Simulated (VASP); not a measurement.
# O (C2/m) in VASP: further runs, part 2 of 3

VASP 6.6.1. Earlier steps stand in the parts before.

**4. Electric field gradients, PBE**

Contents of INCAR:

```
SYSTEM = O
ALGO     = Normal         ! electronic algorithm
EDIFF    = 1E-8           ! SCF threshold, eV
ENCUT    = 520            ! plane-wave cutoff, eV
GGA      = PE             ! functional
ISIF     = 2              ! what is computed and relaxed
ISMEAR   = -1             ! smearing method
LASPH    = .True.         ! aspherical terms in the spheres
LCHARG   = .False.        ! write CHGCAR
LEFG     = .True.       
LREAL    = .False.        ! projectors in reciprocal space
LWAVE    = .False.        ! write WAVECAR
NBANDS   = 13             ! bands
NELM     = 100            ! most SCF steps
PREC     = Accurate       ! precision mode
SIGMA    = 0.01           ! smearing width, eV
```

Contents of KPOINTS:

```
k-points
0
Gamma
  6 6 4
  0 0 0
```

Contents of POSCAR:

```
O
1.0
    2.7015000000     -1.7145000000      0.0000000000
    2.7015000000      1.7145000000      0.0000000000
   -1.9649900000      0.0000000000      3.7479900000
O
2
Direct
    0.0640000000      0.0640000000      0.1530000000
    0.9360000000      0.9360000000      0.8470000000
```

Potentials or basis: VASP PAW PBE potentials, release 64 (O).

Launch:

```sh
cat potpaw_PBE.64/O/POTCAR > POTCAR
mpirun -np 1 vasp_std > vasp.out
```

OUTCAR:

```text
SYSTEM = O
   EDIFF = 1E-8
   ENCUT = 520
   GGA = PE
   ISIF = 2
   ISMEAR = -1
   LASPH = .True.
   LREAL = .False.
   NELM = 100
   PREC = Accurate

 ion  position               nearest neighbor table
   1  0.064  0.064  0.153-   2 1.15
   2  0.936  0.936  0.847-   1 1.15

  LATTYP: Found a base centered monoclinic cell.
 ALAT       =     5.4030000000
 B/A-ratio  =     0.6346474181
 C/A-ratio  =     0.7832421112
 COS(beta)  =    -0.4643327837

  Lattice vectors:

 A1 = (   2.7015000000,  -1.7145000000,   0.0000000000)
 A2 = (   2.7015000000,   1.7145000000,   0.0000000000)
 A3 = (  -1.9649900000,   0.0000000000,   3.7479900000)

Analysis of symmetry for initial positions (statically):
=====================================================================
 Subroutine PRICEL returns:
 Original cell was already a primitive cell.

 Routine SETGRP: Setting up the symmetry group for a
[... 573 lines left out ...]
  volume of cell :       34.72
      direct lattice vectors                 reciprocal lattice vectors
     2.701500000 -1.714500000  0.000000000     0.185082362 -0.291630213  0.097034675
     2.701500000  1.714500000  0.000000000     0.185082362  0.291630213  0.097034675
    -1.964990000  0.000000000  3.747990000     0.000000000  0.000000000  0.266809677

 POSITION                                       TOTAL-FORCE (eV/Angst)
 -----------------------------------------------------------------------------------
      0.04515      0.00000      0.57344         0.394252      0.000000      7.996209
      3.39286      0.00000      3.17455        -0.394252      0.000000     -7.996209
 -----------------------------------------------------------------------------------
    total drift:                               -0.000000     -0.000000      0.000000

  FREE ENERGIE OF THE ION-ELECTRON SYSTEM (eV)
  ---------------------------------------------------
  free  energy   TOTEN  =        -8.8845489183 eV

  energy  without entropy=       -8.8829451577  energy(sigma->0) =       -8.88374704

 Electric field gradients (V/A^2)
---------------------------------------------------------------------
 ion       V_xx      V_yy      V_zz      V_xy      V_xz      V_yz
---------------------------------------------------------------------
   1     -49.749   -63.477   113.226     0.000    13.235    -0.000
   2     -49.749   -63.477   113.226     0.000    13.235     0.000
---------------------------------------------------------------------

 Electric field gradients after diagonalization (V/A^2)
 (convention: |V_zz| > |V_xx| > |V_yy|)
----------------------------------------------------------------------
 ion       V_xx      V_yy      V_zz     asymmetry (V_yy - V_xx)/ V_zz
----------------------------------------------------------------------
   1     -63.477   -50.817   114.294       0.111
   2     -63.477   -50.817   114.294       0.111
----------------------------------------------------------------------

           NMR quadrupolar parameters

 Cq : quadrupolar parameter    Cq=e*Q*V_zz/h
 eta: asymmetry parameters     (V_yy - V_xx)/ V_zz
 Q  : nuclear electric quadrupole moment in mb (millibarn)
----------------------------------------------------------------------
 ion       Cq(MHz)       eta       Q (mb)
----------------------------------------------------------------------
   1       0.276       0.111       1.000
   2       0.276       0.111       1.000
----------------------------------------------------------------------
```

stdout:

```text
POSCAR found type information on POSCAR O
 POSCAR found :  1 types and       2 ions
 scaLAPACK will be used
 LDA part: xc-table for (Slater+PW92), standard interpolation
 POSCAR, INCAR and KPOINTS ok, starting setup
 FFT: planning ... GRIDC
 FFT: planning ... GRID_SOFT
 FFT: planning ... GRID
 WAVECAR not read
 entering main loop
ion   1

ion   2
```

Wall time 14 s (1 thread of Oxide Virtual Turin-like, shared host); peak memory 0.11 GiB.

Results:

```
Free energy                             : -8.8845 eV
Pressure                                : 11.0 GPa
Largest force                           : 8.006 eV/Å
Band gap on the k mesh                  : zero (bands 6 and 7 overlap by 0.56 eV)
Largest electric field gradient by atom : O +114.3 V/Å²
```

Forces on the atoms (eV/Å):
```
O    0.394  0.000  7.996
O   -0.394  0.000 -7.996
```

Stress tensor (GPa, compression positive):
```
-5.17  0.00  2.14
 0.00 -3.70  0.00
 2.14  0.00 41.93
```

Levels at points of the mesh, in eV from the Fermi level:
```tsv
k point	band 2	band 3	band 4	band 5	band 6	band 7	band 8	band 9	band 10	band 11
(0.00, 0.00, 0.00)	-13.91	-8.63	-7.72	-7.65	0.17	0.29	6.03	12.35	12.36	15.37
(0.50, 0.00, 0.00)	-13.90	-8.63	-8.02	-7.79	-0.45	0.10	8.80	10.45	12.54	14.15
(0.50, 0.50, 0.00)	-13.99	-8.57	-8.07	-7.66	-0.81	0.20	9.75	9.90	12.33	12.79
(0.00, 0.00, 0.50)	-14.34	-7.78	-7.77	-7.68	0.36	0.37	6.81	7.01	13.24	16.00
(0.50, 0.00, 0.50)	-13.99	-8.60	-7.85	-7.85	-0.61	0.29	9.34	10.21	12.29	12.35
(0.50, 0.50, 0.50)	-13.80	-8.71	-8.06	-7.97	-0.29	-0.13	9.53	10.11	12.29	15.38
```

Electric field gradients, principal values (V/Å²):
| atom | least | middle | greatest (by size) |
| --- | --- | --- | --- |
| 1 O | -50.817 | -63.477 | 114.294 |
| 2 O | -50.817 | -63.477 | 114.294 |

Caveat: the k points lie up to 0.42 Å⁻¹ apart, too coarse for converged energies and pressures of a metal; the standard files for N, O and F lose accuracy on very short bonds; spin is off for a triplet molecule; this functional lacks dispersion, which holds the molecules together, so the pressure and a relaxed volume are unreliable; without QUAD_EFG the Cq values of the log hold for a quadrupole moment of 1 mb, not for the nuclei; forces of over 1 eV/Å act on the atoms, so gaps and moduli don't describe the material at rest.

**5. Electric field gradients, PBE**

Contents of INCAR:

```
SYSTEM = O
ALGO = Normal
EDIFF = 1E-8
ENCUT = 520
GGA = PE
ISIF = 2
ISMEAR = -1
LASPH = .TRUE.
LCHARG = .FALSE.
LEFG = .TRUE.
LREAL = .FALSE.
LWAVE = .FALSE.
NBANDS = 13
NELM = 80
PREC = Accurate
SIGMA = 0.01
```

Contents of KPOINTS:

```
k-points
0
G
  8 8 6
  0 0 0
```

POSCAR is that of step 4.

Potentials or basis: VASP PAW PBE potentials, release 64 (O).

Launch:

```sh
cat potpaw_PBE.64/O/POTCAR > POTCAR
mpirun -np 1 vasp_std > vasp.out
```

OUTCAR:

```text
SYSTEM = O
   EDIFF = 1E-8
   ENCUT = 520
   GGA = PE
   ISIF = 2
   ISMEAR = -1
   LASPH = .TRUE.
   LREAL = .FALSE.
   NELM = 80
   PREC = Accurate

 ion  position               nearest neighbor table
   1  0.064  0.064  0.153-   2 1.15
   2  0.936  0.936  0.847-   1 1.15

  LATTYP: Found a base centered monoclinic cell.
 ALAT       =     5.4030000000
 B/A-ratio  =     0.6346474181
 C/A-ratio  =     0.7832421112
 COS(beta)  =    -0.4643327837

  Lattice vectors:

 A1 = (   2.7015000000,  -1.7145000000,   0.0000000000)
 A2 = (   2.7015000000,   1.7145000000,   0.0000000000)
 A3 = (  -1.9649900000,   0.0000000000,   3.7479900000)

Analysis of symmetry for initial positions (statically):
=====================================================================
 Subroutine PRICEL returns:
 Original cell was already a primitive cell.

 Routine SETGRP: Setting up the symmetry group for a
 base centered monoclinic supercell.

 Subroutine GETGRP returns: Found  4 space group operations
 (whereof  4 operations were pure point group operations)
 out of a pool of  4 trial point group operations.

The static configuration has the point symmetry C_2h.

Analysis of symmetry for dynamics (positions and initial velocities):
=====================================================================
 Subroutine PRICEL returns:
 Original cell was already a primitive cell.

 Routine SETGRP: Setting up the symmetry group for a
 base centered monoclinic supercell.

 Subroutine GETGRP returns: Found  4 space group operations
 (whereof  4 operations were pure point group operations)
 out of a pool of  4 trial point group operations.

The dynamic configuration has the point symmetry C_2h.

 Subroutine INISYM returns: Found  4 space group operations
 (whereof  4 operations are pure point group operations),
 and found     1 'primitive' translations

----------------------------------------------------------------------------------------

                                     Primitive cell

  volume of cell :      34.7193

  direct lattice vectors                    reciprocal lattice vectors
     2.701500000 -1.714500000  0.000000000     0.185082362 -0.291630213  0.097034675
     2.701500000  1.714500000  0.000000000     0.185082362  0.291630213  0.097034675
    -1.964990000  0.000000000  3.747990000     0.000000000  0.000000000  0.266809677

  length of vectors
     3.199626931  3.199626931  4.231857127     0.358774845  0.358774845  0.266809677

  position of ions in fractional coordinates (direct lattice)
     0.064000000  0.064000000  0.153000000
     0.936000000  0.936000000  0.847000000

  ion indices of the primitive-cell ions
   primitive index   ion index
                 1           1
                 2           2

----------------------------------------------------------------------------------------

 KPOINTS: k-points

Automatic generation of k-mesh.
 Grid dimensions read from file:
 generate k-points for:    8    8    6
[... 81 lines left out ...]
   IALGO  =     38    algorithm
   IMIX   =      4    mixing-type and parameters
     AMIX     =   0.40;   BMIX     =  1.00
     AMIX_MAG =   1.60;   BMIX_MAG =  1.00
  volume/ion in A,a.u.               =      17.36       117.15
  Fermi-wavevector in a.u.,A,eV,Ry     =   1.148890  2.171086 17.958972  1.319947
  Thomas-Fermi vector in A             =   2.285562
   LORBIT       =      0    0 simple, 1 ext, 2 COOP (PROOUT), +10 PAW based schemes
   GGA     = PE    functional components
   LHFCALC =     F    Hartree Fock is set to
   AEXX    =    0.0000 exact exchange contribution
   IVDW    =     0    specifies the selected vdW correction
   LEPSILON=     F    determine dielectric tensor
   LRPA    =     F    only Hartree local field effects (RPA)
 non-spin polarized calculation
  energy-cutoff  :      520.00
  volume of cell :       34.72
 maximum number of plane-waves:       954
   NGX = 11   NGY = 11   NGZ = 15

 number of electron      12.0000004 magnetization

 Free energy of the ion-electron system (eV)
  ---------------------------------------------------
  ext. energy  EPLUGINS =         0.00000000
  ---------------------------------------------------
  free energy    TOTEN  =        -8.88185656 eV

  energy without entropy =       -8.88059798  energy(sigma->0) =       -8.88122727

 E-fermi :  -1.3382     XC(G=0):  -7.3811

 val. band max:       -1.3411528588   @ k =  -0.2500   0.5000   0.3333
 cond. band min:      -1.3372179487   @ k =  -0.3750   0.2500   0.3333
 fundamental gap:      0.0039349100
 Fermi energy:        -1.3381747220

 k-point     1 :       0.0000    0.0000    0.0000
  band No.  band energies     occupation
      1     -30.1681      2.00000
      2     -15.2144      2.00000
      3      -9.9268      2.00000
      4      -9.0228      2.00000
      5      -8.9462      2.00000
      6      -1.1341      0.00000
      7      -1.0043      0.00000
      8       4.7267      0.00000
      9      11.0513      0.00000
     10      11.0575      0.00000
     11      14.0667      0.00000
     12      15.7913      0.00000
     13      17.2368      0.00000
[... 354 lines left out ...]
  band No.  band energies     occupation
      1     -30.1220      2.00000
      2     -15.3512      2.00000
      3      -9.6170      2.00000
      4      -9.2259      2.00000
      5      -9.0380      2.00000
      6      -1.3935      1.99215
      7      -1.1033      0.00000
      8       5.8520      0.00000
      9       9.1167      0.00000
     10      11.5410      0.00000
     11      11.8964      0.00000
     12      17.6222      0.00000
     13      18.2204      0.00000

 [... further k-points ...]

------------------------ aborting loop because EDIFF is reached ----------------------------------------

  FORCE on cell =-STRESS in cart. coord.  units (eV):
  Direction    XX          YY          ZZ          XY          YZ          ZX
  --------------------------------------------------------------------------------------
  -------------------------------------------------------------------------------------
  Total       -1.1249633     -0.7906337      9.0891804      0.0000000      0.0000000      0.4779529
  in kB      -51.9132300    -36.4850584    419.4347650      0.0000000      0.0000000     22.0558990
  external PRESSURE =     110.3454922 kB  Pullay stress =       0.0000000 kB

 VOLUME and BASIS-vectors are now :
 -----------------------------------------------------------------------------
  energy-cutoff  :      520.00
  volume of cell :       34.72
      direct lattice vectors                 reciprocal lattice vectors
     2.701500000 -1.714500000  0.000000000     0.185082362 -0.291630213  0.097034675
     2.701500000  1.714500000  0.000000000     0.185082362  0.291630213  0.097034675
    -1.964990000  0.000000000  3.747990000     0.000000000  0.000000000  0.266809677

 POSITION                                       TOTAL-FORCE (eV/Angst)
 -----------------------------------------------------------------------------------
      0.04515      0.00000      0.57344         0.423185      0.000000      7.987232
      3.39286      0.00000      3.17455        -0.423185      0.000000     -7.987232
 -----------------------------------------------------------------------------------
    total drift:                               -0.000000     -0.000000      0.000000

  FREE ENERGIE OF THE ION-ELECTRON SYSTEM (eV)
  ---------------------------------------------------
  free  energy   TOTEN  =        -8.8818565593 eV

  energy  without entropy=       -8.8805979839  energy(sigma->0) =       -8.88122727

 Electric field gradients (V/A^2)
---------------------------------------------------------------------
 ion       V_xx      V_yy      V_zz      V_xy      V_xz      V_yz
---------------------------------------------------------------------
   1     -53.238   -60.026   113.265     0.000    12.858    -0.000
   2     -53.238   -60.026   113.265     0.000    12.858    -0.000
---------------------------------------------------------------------

 Electric field gradients after diagonalization (V/A^2)
 (convention: |V_zz| > |V_xx| > |V_yy|)
----------------------------------------------------------------------
 ion       V_xx      V_yy      V_zz     asymmetry (V_yy - V_xx)/ V_zz
----------------------------------------------------------------------
   1     -60.026   -54.226   114.252       0.051
   2     -60.026   -54.226   114.252       0.051
----------------------------------------------------------------------

           NMR quadrupolar parameters

 Cq : quadrupolar parameter    Cq=e*Q*V_zz/h
 eta: asymmetry parameters     (V_yy - V_xx)/ V_zz
 Q  : nuclear electric quadrupole moment in mb (millibarn)
----------------------------------------------------------------------
 ion       Cq(MHz)       eta       Q (mb)
----------------------------------------------------------------------
   1       0.276       0.051       1.000
   2       0.276       0.051       1.000
----------------------------------------------------------------------
```

Run time: 31 s. Hardware: 1 thread of Oxide Virtual Turin-like, shared host; peak memory 0.13 GiB.

Results:

- Free energy: -8.8819 eV
- Pressure: 11.0 GPa
- Largest force: 7.998 eV/Å
- Band gap on the k mesh: zero (bands 6 and 7 overlap by 0.57 eV)
- Largest electric field gradient by atom: O +114.3 V/Å²

Forces in eV/Å, atoms in the order of the input:
```
O    0.423  0.000  7.987
O   -0.423  0.000 -7.987
```

Stress tensor (GPa, compression positive):
```
-5.19  0.00  2.21
 0.00 -3.65  0.00
 2.21  0.00 41.94
```

Electric field gradients, principal values (V/Å²):
```
atom    least   middle  greatest (by size)
 1 O  -54.226  -60.026             114.252
 2 O  -54.226  -60.026             114.252
```

Caveat: the standard files for N, O and F lose accuracy on very short bonds; spin is off for a triplet molecule; the stress differs along the axes, from -5 to 42 GPa; this functional lacks dispersion, which holds the molecules together, so the pressure and a relaxed volume are unreliable; without QUAD_EFG the Cq values of the log hold for a quadrupole moment of 1 mb, not for the nuclei; forces of over 1 eV/Å act on the atoms, so gaps and moduli don't describe the material at rest.

(Part 2 of 3 ends here.)

The gap in the log of VASP goes by the Fermi energy; the results here count the filled bands.